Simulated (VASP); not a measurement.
# Sb (Pm-3m) in VASP: further runs

The runs below take Sb through single point, with PBEsol.

All numbers are computed with VASP 6.6.1; they aren't measurements. Logs are shortened: lines on timing, memory, paths and dates and some standing lists are left out, and cuts for length are marked.

### Step 1. The cell of the first run

The structure is cubic, space group Pm-3m (No. 221). The conventional cell has a = 2.862 Å, b = 2.862 Å, c = 2.862 Å, α = 90.00°, β = 90.00°, γ = 90.00°. Within 3.8 Å of Sb (site symmetry m-3m) lie 6 Sb at 2.86 Å.

### Step 2. Single point, PBEsol

File INCAR:

```
SYSTEM = Sb
PREC = Accurate
ENCUT = 520
EDIFF = 1E-7
ISMEAR = -1
SIGMA = 0.05
LREAL = .False.
LASPH = .True.
NELM = 60
ALGO = Normal
ISIF = 2
LWAVE = .False.
LCHARG = .False.
GGA = PS
NBANDS = 8
```

File KPOINTS:

```
Automatic mesh
0
Gamma
  8 8 8
  0 0 0
```

File POSCAR:

```
Sb
1.0
    2.8616291408      0.0000000000      0.0000000000
    0.0000000000      2.8616291408      0.0000000000
    0.0000000000      0.0000000000      2.8616291408
Sb
1
Direct
    0.0000000000      0.0000000000      0.0000000000
```

Potentials or basis: VASP PAW PBE potentials, release 64 (Sb).

Launch:

```
$ cat potpaw_PBE.64/Sb/POTCAR > POTCAR
$ mpirun -np 1 vasp_std > vasp.out
```

OUTCAR:

```text
SYSTEM = Sb
   PREC = Accurate
   ENCUT = 520
   EDIFF = 1E-7
   ISMEAR = -1
   LREAL = .False.
   LASPH = .True.
   NELM = 60
   ISIF = 2
   GGA = PS

 ion  position               nearest neighbor table
   1  0.000  0.000  0.000-

  LATTYP: Found a simple cubic cell.
 ALAT       =     2.8616291408

  Lattice vectors:

 A1 = (   2.8616291408,   0.0000000000,   0.0000000000)
 A2 = (   0.0000000000,   2.8616291408,   0.0000000000)
 A3 = (   0.0000000000,   0.0000000000,   2.8616291408)

Analysis of symmetry for initial positions (statically):
=====================================================================
 Subroutine PRICEL returns:
 Original cell was already a primitive cell.

 Routine SETGRP: Setting up the symmetry group for a
 simple cubic supercell.

 Subroutine GETGRP returns: Found 48 space group operations
 (whereof 48 operations were pure point group operations)
 out of a pool of 48 trial point group operations.

The static configuration has the point symmetry O_h .

Analysis of symmetry for dynamics (positions and initial velocities):
=====================================================================
 Subroutine PRICEL returns:
 Original cell was already a primitive cell.

 Routine SETGRP: Setting up the symmetry group for a
 simple cubic supercell.

 Subroutine GETGRP returns: Found 48 space group operations
 (whereof 48 operations were pure point group operations)
 out of a pool of 48 trial point group operations.

The dynamic configuration has the point symmetry O_h .

 Subroutine INISYM returns: Found 48 space group operations
 (whereof 48 operations are pure point group operations),
 and found     1 'primitive' translations

----------------------------------------------------------------------------------------

                                     Primitive cell

  volume of cell :      23.4337

  direct lattice vectors                    reciprocal lattice vectors
     2.861629141  0.000000000  0.000000000     0.349451292  0.000000000  0.000000000
     0.000000000  2.861629141  0.000000000     0.000000000  0.349451292  0.000000000
     0.000000000  0.000000000  2.861629141     0.000000000  0.000000000  0.349451292

  length of vectors
     2.861629141  2.861629141  2.861629141     0.349451292  0.349451292  0.349451292

  position of ions in fractional coordinates (direct lattice)
     0.000000000  0.000000000  0.000000000

  ion indices of the primitive-cell ions
   primitive index   ion index
                 1           1

----------------------------------------------------------------------------------------

 KPOINTS: Automatic mesh

Automatic generation of k-mesh.
 Grid dimensions read from file:
 generate k-points for:    8    8    8

 Generating k-lattice:

  Cartesian coordinates                     Fractional coordinates (reciprocal lattice)
     0.043681411  0.000000000  0.000000000     0.125000000  0.000000000  0.000000000
     0.000000000  0.043681411  0.000000000     0.000000000  0.125000000  0.000000000
     0.000000000  0.000000000  0.043681411     0.000000000  0.000000000  0.125000000

  Length of vectors
     0.043681411  0.043681411  0.043681411

  Shift w.r.t. Gamma in fractional coordinates (k-lattice)
     0.000000000  0.000000000  0.000000000

 Subroutine IBZKPT returns following result:
 ===========================================

 Found     35 irreducible k-points:

 Following reciprocal coordinates:
            Coordinates               Weight
  0.000000  0.000000  0.000000      1.000000
  0.125000  0.000000  0.000000      6.000000
  0.250000  0.000000  0.000000      6.000000
  0.375000  0.000000  0.000000      6.000000
  0.500000  0.000000  0.000000      3.000000
  0.125000  0.125000  0.000000     12.000000
[... 16 lines left out ...]
  0.375000  0.375000  0.125000     24.000000
  0.500000  0.375000  0.125000     24.000000
 [... further k-points ...]
   k-points           NKPTS =     35   k-points in BZ     NKDIM =     35   number of bands    NBANDS=      8
   number of dos      NEDOS =    301   number of ions     NIONS =      1
   total plane-waves  NPLWV =  13824
   dimension x,y,z NGX =    24 NGY =   24 NGZ =   24
   dimension x,y,z NGXF=    48 NGYF=   48 NGZF=   48
   ions per type =               1
   NGX,Y,Z   is equivalent  to a cutoff of  13.94, 13.94, 13.94 a.u.
   NGXF,Y,Z  is equivalent  to a cutoff of  27.89, 27.89, 27.89 a.u.
 SYSTEM =  Sb
   PREC   = accura    normal or accurate (medium, high low for compatibility)
   ISTART =      0    job   : 0-new  1-cont  2-samecut
   ICHARG =      2    charge: 1-file 2-atom 10-const
   ISPIN  =      1    spin polarized calculation?
   LNONCOLLINEAR =      F non collinear calculations
   LSORBIT =      F    spin-orbit coupling
   LASPH  =      T    aspherical Exc in radial PAW
   ENCUT  =  520.0 eV  38.22 Ry    6.18 a.u.   5.32  5.32  5.32*2*pi/ulx,y,z
   NELM   =     60;   NELMIN=  2; NELMDL= -5     # of ELM steps
   EDIFF  = 0.1E-06   stopping-criterion for ELM
   LREAL  =      F    real-space projection
   EDIFFG = 0.1E-05   stopping-criterion for IOM
   NSW    =      0    number of steps for IOM
   IBRION =     -1    ionic relax: 0-MD 1-quasi-New 2-CG
   NFREE  =      0    steps in history (QN), initial steepest desc. (CG)
   ISIF   =      2    stress and relaxation
   ISYM   =      2    0-nonsym 1-usesym 2-fastsym
   POTIM  = 0.5000    time-step for ionic-motion
   TEBEG  =    0.0;   TEEND  =   0.0 temperature during run
   PSTRESS=    0.0 pullay stress
   NELECT =       5.0000    total number of electrons
   NUPDOWN=      -1.0000    fix difference up-down
   EMIN   =  10.00;   EMAX   =-10.00  energy-range for DOS
   EFERMI =   0.00;   METHOD = LEGACY
   ISMEAR =    -1;   SIGMA  =   0.05  broadening in eV -4-tet -1-fermi 0-gaus
   EFERMI_NEDOS =   21; number of points for ismear=-14 and -15
   IALGO  =     38    algorithm
   IMIX   =      4    mixing-type and parameters
     AMIX     =   0.40;   BMIX     =  1.00
     AMIX_MAG =   1.60;   BMIX_MAG =  1.00
  volume/ion in A,a.u.               =      23.43       158.14
  Fermi-wavevector in a.u.,A,eV,Ry     =   0.978254  1.848631 13.020506  0.956980
  Thomas-Fermi vector in A             =   2.109015
   LORBIT       =      0    0 simple, 1 ext, 2 COOP (PROOUT), +10 PAW based schemes
   GGA     = PS    functional components
   LHFCALC =     F    Hartree Fock is set to
   AEXX    =    0.0000 exact exchange contribution
   IVDW    =     0    specifies the selected vdW correction
   LEPSILON=     F    determine dielectric tensor
   LRPA    =     F    only Hartree local field effects (RPA)
 non-spin polarized calculation
  energy-cutoff  :      520.00
  volume of cell :       23.43
 maximum number of plane-waves:       651
 NGX is ok and might be reduce to    24
   NGX = 11   NGY = 11   NGZ = 11

 number of electron       5.0000001 magnetization

 Free energy of the ion-electron system (eV)
  ---------------------------------------------------
  ext. energy  EPLUGINS =         0.00000000
  ---------------------------------------------------
  free energy    TOTEN  =        -4.22565158 eV

  energy without entropy =       -4.21989968  energy(sigma->0) =       -4.22277563

 E-fermi :  10.4216     XC(G=0): -10.8089

 val. band max:       10.3806359690   @ k =   0.3750   0.3750   0.3750
 cond. band min:      10.5184054806   @ k =   0.3750   0.2500   0.2500
 fundamental gap:      0.1377695116
 Fermi energy:        10.4216349966

 k-point     1 :       0.0000    0.0000    0.0000
  band No.  band energies     occupation
      1      -4.1579      2.00000
      2      14.2447      0.00000
      3      14.2447      0.00000
      4      14.2447      0.00000
      5      17.6313      0.00000
      6      17.6313      0.00000
      7      20.0913      0.00000
      8      29.4385      0.00000

 k-point     2 :       0.1250    0.0000    0.0000
  band No.  band energies     occupation
      1      -3.8708      2.00000
      2      11.4346      0.00000
      3      14.5480      0.00000
      4      14.5480      0.00000
      5      17.8265      0.00000
      6      19.0216      0.00000
      7      21.9537      0.00000
      8      27.8423      0.00000

 k-point     3 :       0.2500    0.0000    0.0000
  band No.  band energies     occupation
      1      -3.0222      2.00000
      2       7.7079      2.00000
      3      15.3945      0.00000
      4      15.3945      0.00000
      5      18.4116      0.00000
      6      19.8317      0.00000
      7      25.5063      0.00000
      8      25.5957      0.00000

 k-point     4 :       0.3750    0.0000    0.0000
  band No.  band energies     occupation
      1      -1.7115      2.00000
      2       4.5423      2.00000
      3      16.5274      0.00000
      4      16.5274      0.00000
      5      19.3625      0.00000
      6      20.7795      0.00000
      7      23.1550      0.00000
      8      23.5602      0.00000

 k-point     5 :       0.5000    0.0000    0.0000
  band No.  band energies     occupation
      1      -0.7266      2.00000
      2       2.9223      2.00000
      3      17.1810      0.00000
      4      17.1810      0.00000
      5      20.2196      0.00000
      6      21.4980      0.00000
      7      21.8283      0.00000
      8      22.5969      0.00000
[... 177 lines left out ...]
 k-point    22 :       0.5000    0.2500    0.1250
  band No.  band energies     occupation
      1       0.7166      2.00000
      2       4.2478      2.00000
      3      11.0456      0.00001
      4      15.4225      0.00000
      5      15.8646      0.00000
      6      19.4179      0.00000
      7      24.4621      0.00000
      8      25.4799      0.00000

 k-point    23 :       0.3750    0.3750    0.1250
  band No.  band energies     occupation
      1       1.0556      2.00000
      2       6.6225      2.00000
      3       7.4800      2.00000
      4      14.0454      0.00000
      5      16.2822      0.00000
      6      21.6958      0.00000
      7      21.7442      0.00000
      8      25.3427      0.00000

 k-point    24 :       0.5000    0.3750    0.1250
  band No.  band energies     occupation
      1       2.1144      2.00000
      2       5.3022      2.00000
      3       7.7831      2.00000
      4      12.8881      0.00000
      5      17.1123      0.00000
      6      20.4612      0.00000
      7      22.4841      0.00000
      8      25.3895      0.00000

 [... further k-points ...]
[... 5 lines left out ...]
  --------------------------------------------------------------------------------------
  -------------------------------------------------------------------------------------
  Total        3.0068326      3.0068326      3.0068326     -0.0000000      0.0000000      0.0000000
  in kB      205.5794875    205.5794875    205.5794875     -0.0000000      0.0000000      0.0000000
  external PRESSURE =     205.5794875 kB  Pullay stress =       0.0000000 kB

 VOLUME and BASIS-vectors are now :
 -----------------------------------------------------------------------------
  energy-cutoff  :      520.00
  volume of cell :       23.43
      direct lattice vectors                 reciprocal lattice vectors
     2.861629141  0.000000000  0.000000000     0.349451292  0.000000000  0.000000000
     0.000000000  2.861629141  0.000000000     0.000000000  0.349451292  0.000000000
     0.000000000  0.000000000  2.861629141     0.000000000  0.000000000  0.349451292

 POSITION                                       TOTAL-FORCE (eV/Angst)
 -----------------------------------------------------------------------------------
      0.00000      0.00000      0.00000         0.000000      0.000000      0.000000
 -----------------------------------------------------------------------------------
    total drift:                                0.000000      0.000000      0.000000

  FREE ENERGIE OF THE ION-ELECTRON SYSTEM (eV)
  ---------------------------------------------------
  free  energy   TOTEN  =        -4.2256515821 eV

  energy  without entropy=       -4.2198996779  energy(sigma->0) =       -4.22277563
```

Run time: 16 s. Hardware: 1 thread of AMD EPYC 7R13, shared host; peak memory 0.11 GiB.

What came out:

```
Free energy : -4.2257 eV
Pressure    : 20.6 GPa
```

Levels at points of the mesh, in eV from the Fermi level:
| k point | band 1 | band 2 | band 3 | band 4 | band 5 | band 6 | band 7 |
| --- | --- | --- | --- | --- | --- | --- | --- |
| (0.00, 0.00, 0.00) | -14.58 | 3.82 | 3.82 | 3.82 | 7.21 | 7.21 | 9.67 |
| (0.50, 0.00, 0.00) | -11.15 | -7.50 | 6.76 | 6.76 | 9.80 | 11.08 | 11.41 |
| (0.50, 0.50, 0.00) | -7.38 | -4.78 | -4.78 | 1.11 | 10.01 | 13.85 | 13.85 |
| (0.50, 0.50, 0.50) | -2.89 | -2.17 | -2.17 | -2.17 | 4.42 | 4.42 | 4.42 |

Caveat: the PAW data sets were made with another functional, which shifts forces and pressure a little; spin-orbit coupling is left out, which moves the levels of the heavy elements.

### Step 3. Single point, PBEsol

This run uses another cell than the first one, of 22.00 Å³/atom, 0.939 times its volume.

File INCAR:

```
SYSTEM = Sb
PREC = Accurate
ENCUT = 520
EDIFF = 1E-6
ISMEAR = -1
SIGMA = 0.05
LREAL = .FALSE.
LASPH = .TRUE.
NELM = 100
ALGO = Normal
ISIF = 2
LWAVE = .FALSE.
LCHARG = .FALSE.
GGA = PS
NBANDS = 8
```

File KPOINTS:

```
regular mesh
0
G
  8 8 8
  0 0 0
```

File POSCAR:

```
Sb
1.0
    2.8021944530      0.0000000000      0.0000000000
    0.0000000000      2.8021944530      0.0000000000
    0.0000000000      0.0000000000      2.8021944530
Sb
1
Direct
    0.0000000000      0.0000000000      0.0000000000
```

Potentials or basis: VASP PAW PBE potentials, release 64 (Sb).

Launch:

```
$ cat potpaw_PBE.64/Sb/POTCAR > POTCAR
$ mpirun -np 1 vasp_std > vasp.out
```

Run time: 13 s. Hardware: 1 thread of AMD EPYC 7R13, shared host; peak memory 0.11 GiB.

The run converged. Its results:

- Free energy: -3.9989 eV
- Pressure: 30.9 GPa

Levels at points of the mesh, in eV from the Fermi level:
| k point | band 1 | band 2 | band 3 | band 4 | band 5 | band 6 | band 7 | band 8 |
| --- | --- | --- | --- | --- | --- | --- | --- | --- |
| (0.00, 0.00, 0.00) | -15.26 | 3.94 | 3.94 | 3.94 | 7.28 | 7.28 | 10.08 | 19.31 |
| (0.50, 0.00, 0.00) | -11.53 | -8.09 | 7.16 | 7.16 | 10.00 | 11.17 | 11.32 | 12.34 |
| (0.50, 0.50, 0.00) | -7.38 | -5.17 | -5.17 | 0.79 | 10.83 | 13.96 | 13.96 | 14.66 |
| (0.50, 0.50, 0.50) | -2.37 | -2.34 | -2.34 | -2.34 | 4.29 | 4.29 | 4.29 | 5.76 |

Caveat: the PAW data sets were made with another functional, which shifts forces and pressure a little; spin-orbit coupling is left out, which moves the levels of the heavy elements.

### Step 4. Single point, PBEsol

This run uses another cell than the first one, of 25.47 Å³/atom, 1.087 times its volume.

File INCAR:

```
PREC = Accurate ; ENCUT = 520
EDIFF = 1E-6 ; ISMEAR = -1
SIGMA = 0.05 ; LREAL = F
LASPH = T ; NELM = 80
ALGO = Normal ; ISIF = 2
LWAVE = F ; LCHARG = F
GGA = PS ; NBANDS = 8
```

File KPOINTS:

```
regular mesh
0
Gamma
  8 8 8
```

File POSCAR:

```
Sb
1.0
    2.9420590895      0.0000000000      0.0000000000
    0.0000000000      2.9420590895      0.0000000000
    0.0000000000      0.0000000000      2.9420590895
Sb
1
Direct
    0.0000000000      0.0000000000      0.0000000000
```

Launch:

```
$ cat potpaw_PBE.64/Sb/POTCAR > POTCAR
$ mpirun -np 1 vasp_std > vasp.out
```

It took 14 s on 1 thread of AMD EPYC 7R13, shared host; peak memory 0.11 GiB.

It converged, with:

| Quantity | Value |
| --- | --- |
| Free energy | -4.4162 eV |
| Pressure | 10.3 GPa |

Levels at points of the mesh, in eV from the Fermi level:
```csv
k point,band 1,band 2,band 3,band 4,band 5,band 6,band 7
"(0.00, 0.00, 0.00)",-13.74,3.66,3.66,3.66,7.13,7.13,9.15
"(0.50, 0.00, 0.00)",-10.68,-6.77,6.25,6.25,9.55,10.93,11.49
"(0.50, 0.50, 0.00)",-7.36,-4.30,-4.30,1.50,9.01,13.69,13.69
"(0.50, 0.50, 0.50)",-3.51,-1.94,-1.94,-1.94,4.59,4.59,4.59
```

Caveat: the PAW data sets were made with another functional, which shifts forces and pressure a little; spin-orbit coupling is left out, which moves the levels of the heavy elements.

### Step 5. Overview

| cell | gap on the mesh (eV) | pressure (GPa) |
| --- | --- | --- |
| a = 2.862 Å, 1 atom | none | 20.6 |
| a = 2.802 Å, 1 atom | none | 30.9 |
| a = 2.942 Å, 1 atom | none | 10.3 |

Alike in all rows: task single point; level PBEsol; potentials or basis VASP PAW PBE potentials, release 64 (Sb); no spin polarisation; k mesh 8 × 8 × 8; cutoff (eV) 520; smearing fermi-dirac 0.05 eV.

Caveats: the PAW data sets were made with another functional, which shifts forces and pressure a little; spin-orbit coupling is left out, which moves the levels of the heavy elements.

Total energies depend on the potentials used, so only differences within one code and one set of settings carry meaning.
